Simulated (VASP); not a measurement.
# Te (P3_121) in VASP: a series of runs, part 2 of 2

VASP 6.6.1.

**4. Relaxation of shape and atoms at fixed volume, PBE (34.05 Å³/atom)**

This run uses another cell than the first one, of 34.05 Å³/atom.

File INCAR:

```
ALGO = Normal ; EDIFF = 1E-7
EDIFFG = -0.01 ; ENCUT = 600
GGA = PE ; IBRION = 2
ISIF = 4 ; ISMEAR = 0
LASPH = T ; LCHARG = F
LREAL = F ; LWAVE = F
NELM = 100 ; NSW = 50
PREC = Accurate ; SIGMA = 0.01
```

File KPOINTS:

```
k-points
0
Gamma
  12 12 6
```

File POSCAR:

```
Te
1.0
    4.4730205807      0.0000000000      0.0000000000
   -2.2365102903      3.8737494545      0.0000000000
    0.0000000000      0.0000000000      5.8959348969
Te
3
Direct
    0.2682940022      0.0000000000      0.3333333333
    0.0000000000      0.2682940022      0.6666666667
    0.7317059978      0.7317059978      0.0000000000
```

The run is started by

```bash
$ cat potpaw_PBE.64/Te/POTCAR > POTCAR
$ mpirun -np 1 vasp_std > vasp.out
```

Wall time 2.9 min (1 thread of Intel Xeon 6975P-C (Granite Rapids), shared host); peak memory 0.33 GiB.

The run converged. Its results:

| Property | Result |
| --- | --- |
| Free energy | -9.4269 eV |
| Energy gained by relaxing | 3.0 meV/atom |
| Ionic steps | 6 |
| Pressure after relaxing | 0.6 GPa |
| Largest force after relaxing | 0.004 eV/Å |
| Band gap on the k mesh | 0.13 eV |

Forces on the atoms (eV/Å):
```
Te   0.004  0.000  0.000
Te  -0.002  0.004  0.000
Te  -0.002 -0.004  0.000
```

Step by step:
```csv
step,energy change (eV),largest force (eV/Å),pressure (GPa),volume (Å³)
1,0.0000,0.1699,1.46,102.16
2,-0.0049,0.1139,1.16,102.16
3,-0.0088,0.0173,0.63,102.16
4,-0.0088,0.0105,0.59,102.16
5,-0.0088,0.0077,0.57,102.16
6,-0.0089,0.0043,0.57,102.16
```

Final structure:
```
CELL_PARAMETERS angstrom
4.44456 0.00000 0.00000
-2.22228 3.84910 0.00000
0.00000 0.00000 5.97169
ATOMIC_POSITIONS crystal
Te 0.27422 0.00000 0.33333
Te 0.00000 0.27422 0.66667
Te 0.72578 0.72578 0.00000
```

Levels at points of the mesh, in eV from the valence-band top:
```
           k point  band 7  band 8  band 9  band 10  band 11  band 12
(0.00, 0.00, 0.00)   -1.66   -1.66   -0.91     0.98     0.98     1.59
(0.50, 0.00, 0.00)   -3.56   -0.93   -0.76     0.76     0.79     2.88
(0.00, 0.00, 0.50)   -1.28   -0.95   -0.95     0.42     0.42     0.42
(0.50, 0.00, 0.50)   -2.48   -2.17   -0.22     0.65     1.94     2.54
```

Caveat: spin-orbit coupling is left out, which moves the levels of the heavy elements. A k mesh can miss the band edges.

**5. Relaxation of shape and atoms at fixed volume, PBE (36.16 Å³/atom)**

File INCAR:

```
SYSTEM = Te
ALGO = Normal ; EDIFF = 1E-7
EDIFFG = -0.01 ; ENCUT = 600
GGA = PE ; IBRION = 2
ISIF = 4 ; ISMEAR = 0
LASPH = .TRUE. ; LCHARG = .FALSE.
LREAL = .FALSE. ; LWAVE = .FALSE.
NELM = 60 ; NSW = 50
PREC = Accurate ; SIGMA = 0.01
```

File KPOINTS:

```
k-points
0
G
  12 12 6
  0 0 0
```

File POSCAR:

```
Te
1.0
    4.5634089855      0.0000000000      0.0000000000
   -2.2817044928      3.9520281093      0.0000000000
    0.0000000000      0.0000000000      6.0150767924
Te
3
Direct
    0.2682940022      0.0000000000      0.3333333333
    0.0000000000      0.2682940022      0.6666666667
    0.7317059978      0.7317059978      0.0000000000
```

Potentials or basis: VASP PAW PBE potentials, release 64 (Te).

The run is started by

```bash
$ cat potpaw_PBE.64/Te/POTCAR > POTCAR
$ mpirun -np 1 vasp_std > vasp.out
```

OUTCAR:

```text
SYSTEM = Te
   EDIFF = 1E-7
   EDIFFG = -0.01
   ENCUT = 600
   GGA = PE
   IBRION = 2
   ISIF = 4
   ISMEAR = 0
   LASPH = .TRUE.
   LREAL = .FALSE.
   NELM = 60
   NSW = 50
   PREC = Accurate

 ion  position               nearest neighbor table
   1  0.268  0.000  0.333-   3 2.92   2 2.92   3 3.55   3 3.55   2 3.55   2 3.55
   2  0.000  0.268  0.667-   3 2.92   1 2.92   3 3.55   3 3.55   1 3.55   1 3.55
   3  0.732  0.732  0.000-   1 2.92   2 2.92   2 3.55   1 3.55   1 3.55   2 3.55

  LATTYP: Found a hexagonal cell.
 ALAT       =     4.5634089855
 C/A-ratio  =     1.3181103889

  Lattice vectors:

 A1 = (   4.5634089855,   0.0000000000,   0.0000000000)
 A2 = (  -2.2817044928,   3.9520281093,   0.0000000000)
 A3 = (   0.0000000000,   0.0000000000,   6.0150767924)

Analysis of symmetry for initial positions (statically):
=====================================================================
 Subroutine PRICEL returns:
 Original cell was already a primitive cell.

 Routine SETGRP: Setting up the symmetry group for a
 hexagonal supercell.

 Subroutine GETGRP returns: Found  6 space group operations
 (whereof  2 operations were pure point group operations)
 out of a pool of 24 trial point group operations.

The static configuration has the point symmetry C_2 .
 The point group associated with its full space group is D_3 .

Analysis of symmetry for dynamics (positions and initial velocities):
=====================================================================
 Subroutine PRICEL returns:
 Original cell was already a primitive cell.

 Routine SETGRP: Setting up the symmetry group for a
 hexagonal supercell.

 Subroutine GETGRP returns: Found  6 space group operations
 (whereof  2 operations were pure point group operations)
 out of a pool of 24 trial point group operations.

The dynamic configuration has the point symmetry C_2 .
 The point group associated with its full space group is D_3 .

 Subroutine INISYM returns: Found  6 space group operations
 (whereof  2 operations are pure point group operations),
[... 140 lines left out ...]

 Free energy of the ion-electron system (eV)
  ---------------------------------------------------
  ext. energy  EPLUGINS =         0.00000000
  ---------------------------------------------------
  free energy    TOTEN  =        -9.41953198 eV

  energy without entropy =       -9.41953198  energy(sigma->0) =       -9.41953198

------------------------ aborting loop because EDIFF is reached ----------------------------------------

  FORCE on cell =-STRESS in cart. coord.  units (eV):
  Direction    XX          YY          ZZ          XY          YZ          ZX
  --------------------------------------------------------------------------------------
  -------------------------------------------------------------------------------------
  Total       -0.7154749     -0.7154749     -1.0766641      0.0000000      0.0000000      0.0000000
  in kB      -10.5670650    -10.5670650    -15.9015784      0.0000000      0.0000000      0.0000000
  external PRESSURE =     -12.3452361 kB  Pullay stress =       0.0000000 kB
[... 172 lines left out ...]
--------------------------------------- Ionic step        6  -------------------------------------------

 number of electron      18.0000000 magnetization

 Free energy of the ion-electron system (eV)
  ---------------------------------------------------
  ext. energy  EPLUGINS =         0.00000000
  ---------------------------------------------------
  free energy    TOTEN  =        -9.42689026 eV

  energy without entropy =       -9.42689026  energy(sigma->0) =       -9.42689026

 E-fermi :   5.2011     XC(G=0):  -8.7783

 val. band max:        5.1458488949   @ k =   0.3333   0.3333   0.5000
 cond. band min:       5.4521536955   @ k =   0.3333   0.3333   0.5000
 fundamental gap:      0.3063048007
 Fermi energy:         5.2011386220

 k-point     1 :       0.0000    0.0000    0.0000
  band No.  band energies     occupation
      1      -8.0678      2.00000
      2      -4.9562      2.00000
      3      -4.9562      2.00000
      4       2.1876      2.00000
      5       2.4116      2.00000
      6       2.4116      2.00000
      7       3.5944      2.00000
      8       3.5944      2.00000
      9       4.4594      2.00000
     10       6.1840      0.00000
     11       6.1840      0.00000
     12       6.6867      0.00000
     13      10.2625      0.00000
[... 354 lines left out ...]
  band No.  band energies     occupation
      1      -7.8137      2.00000
      2      -5.7750      2.00000
      3      -4.2101      2.00000
      4       1.3769      2.00000
      5       1.5657      2.00000
      6       2.2790      2.00000
      7       4.0314      2.00000
      8       4.3115      2.00000
      9       4.5700      2.00000
     10       5.8256      0.00000
     11       5.9586      0.00000
     12       6.5078      0.00000
     13       9.3554      0.00000

 [... further k-points ...]

------------------------ aborting loop because EDIFF is reached ----------------------------------------

  FORCE on cell =-STRESS in cart. coord.  units (eV):
  Direction    XX          YY          ZZ          XY          YZ          ZX
  --------------------------------------------------------------------------------------
  -------------------------------------------------------------------------------------
  Total       -0.3343080     -0.3343080     -0.3108500      0.0000000     -0.0000000      0.0000000
  in kB       -4.9374964     -4.9374964     -4.5910379      0.0000000     -0.0000000      0.0000000
  external PRESSURE =      -4.8220102 kB  Pullay stress =       0.0000000 kB
[... 18 lines left out ...]
  FREE ENERGIE OF THE ION-ELECTRON SYSTEM (eV)
  ---------------------------------------------------
  free  energy   TOTEN  =        -9.4268902573 eV

  energy  without entropy=       -9.4268902573  energy(sigma->0) =       -9.42689026

 reached required accuracy - stopping structural energy minimisation
```

OSZICAR:

```text
N       E                     dE             d eps       ncg     rms          rms(c)
DAV:   1     0.845623517858E+02    0.84562E+02   -0.70765E+03  2600   0.123E+03
DAV:   2    -0.336428124227E+01   -0.87927E+02   -0.84389E+02  3509   0.159E+02
DAV:   3    -0.932120517557E+01   -0.59569E+01   -0.58886E+01  3120   0.475E+01
DAV:   4    -0.943749761564E+01   -0.11629E+00   -0.11618E+00  3256   0.789E+00
[... 47 lines left out ...]
DAV:   1    -0.942689510826E+01   -0.43530E-04   -0.14669E-03  2600   0.217E-01    0.202E-02
DAV:   2    -0.942689205350E+01    0.30548E-05   -0.43221E-05  2885   0.420E-02    0.105E-02
DAV:   3    -0.942689008650E+01    0.19670E-05   -0.39983E-06  2985   0.133E-02    0.440E-03
DAV:   4    -0.942689022869E+01   -0.14219E-06   -0.10839E-06  2970   0.634E-03    0.153E-03
DAV:   5    -0.942689025728E+01   -0.28593E-07   -0.40184E-08  1385   0.145E-03
   6 F= -.94268903E+01 E0= -.94268903E+01  d E =-.387146E-04
```

Run time: 2.9 min. Hardware: 1 thread of Intel Xeon 6975P-C (Granite Rapids), shared host; peak memory 0.34 GiB.

Results:

| Quantity | Value |
| --- | --- |
| Free energy | -9.4269 eV |
| Energy gained by relaxing | 2.5 meV/atom |
| Ionic steps | 6 |
| Pressure after relaxing | -0.5 GPa |
| Largest force after relaxing | 0.007 eV/Å |
| Band gap on the k mesh | 0.31 eV |

Forces on the atoms (eV/Å):
```
Te  -0.007  0.000  0.000
Te   0.003 -0.006  0.000
Te   0.003  0.006  0.000
```

Step by step:
```
step  energy change (eV)  largest force (eV/Å)  pressure (GPa)  volume (Å³)
   1              0.0000                0.1372           -1.23       108.48
   2             -0.0036                0.1030           -1.02       108.48
   3             -0.0071                0.0296           -0.59       108.48
   4             -0.0073                0.0073           -0.47       108.48
   5             -0.0073                0.0102           -0.49       108.48
   6             -0.0074                0.0068           -0.48       108.48
```

Final structure:
```
Te
1.0
     4.59204    0.00000    0.00000
    -2.29602    3.97682    0.00000
     0.00000    0.00000    5.94030
Te
3
Cartesian
  1.2088 0.0000 1.9801
  -0.6044 1.0469 3.9602
  1.6916 2.9300 0.0000
```

Levels at points of the mesh, in eV from the valence-band top:
```csv
k point,band 7,band 8,band 9,band 10,band 11,band 12
"(0.00, 0.00, 0.00)",-1.55,-1.55,-0.69,1.04,1.04,1.54
"(0.50, 0.00, 0.00)",-3.11,-1.00,-0.77,0.97,1.06,3.29
"(0.00, 0.00, 0.50)",-1.21,-1.04,-1.04,0.55,0.55,0.60
"(0.50, 0.00, 0.50)",-2.18,-1.82,-0.09,0.94,1.95,2.45
```

Caveat: spin-orbit coupling is left out, which moves the levels of the heavy elements. A k mesh can miss the band edges.

**6. Overview**

```csv
task,cell,cutoff (eV),gap on the mesh (eV),pressure (GPa),largest force (eV/Å)
single point,"a = 4.588, b = 4.588, c = 5.952 Å, angles 90.0, 90.0, 120.0°, 3 atoms, atomic positions A",520,0.29,-0.4,0.02
single point,"a = 4.657, b = 4.657, c = 5.944 Å, angles 90.0, 90.0, 120.0°, 3 atoms, atomic positions B",520,0.37,-0.7,0.02
relaxation of shape and atoms at fixed volume,"relaxed from a = 4.473, b = 4.473, c = 5.896 Å, angles 90.0, 90.0, 120.0°, 3 atoms, atomic positions C",600,0.13,0.6,-
relaxation of shape and atoms at fixed volume,"relaxed from a = 4.563, b = 4.563, c = 6.015 Å, angles 90.0, 90.0, 120.0°, 3 atoms, atomic positions C",600,0.31,-0.5,0.01
```

Alike in all rows: level PBE; potentials or basis VASP PAW PBE potentials, release 64 (Te); no spin polarisation; k mesh 12 × 12 × 6; smearing gaussian 0.01 eV.

Caveats: spin-orbit coupling is left out, which moves the levels of the heavy elements.

Absolute energies hang on the potentials; compare differences alone.
